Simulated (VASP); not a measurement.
ZrTaC2, 4 atoms in the cell. Symmetry: R-3m, No. 166, trigonal system. The conventional cell has a = 3.233 Å, b = 3.233 Å, c = 15.919 Å, α = 90.00°, β = 90.00°, γ = 120.00°. C (site symmetry 3m) has 3 Ta at 2.25 Å and 3 Zr at 2.33 Å within 3.0 Å. Ta (site symmetry -3m) has 6 C at 2.25 Å within 3.0 Å. Zr (site symmetry -3m) has 6 C at 2.33 Å within 3.1 Å. 

- Program: VASP 6.6.1
- Task: single point
- Functional: r2SCAN
- Potentials or basis: VASP PAW PBE potentials, release 64 (C, Ta_pv, Zr_sv)
- Cutoff: 520 eV
- k mesh: 12 × 12 × 12
- Occupations: gaussian, width 0.05 eV
- Spin: no spin polarisation
- Dipole correction: no
- Further INCAR settings: ALGO = Normal; EDIFF = 1e-06; NBANDS = 24

Potentials or basis: VASP PAW PBE potentials, release 64 (C, Ta_pv, Zr_sv).

Run with:

```sh
$ cat potpaw_PBE.64/C/POTCAR potpaw_PBE.64/Ta_pv/POTCAR potpaw_PBE.64/Zr_sv/POTCAR > POTCAR
$ cp INCAR.step1 INCAR
$ mpirun -np 1 vasp_std > vasp.out
$ cp INCAR.step2 INCAR
$ mpirun -np 1 vasp_std > vasp.out
```

Hardware: 1 thread of Intel(R) Xeon(R) Platinum 8488C (Sapphire Rapids) (shared host).

How long does it take, and how much memory?

It took 26 min on 1 thread of Intel(R) Xeon(R) Platinum 8488C (Sapphire Rapids) (shared host), peak memory 0.45 GiB. Counts: k points 189.
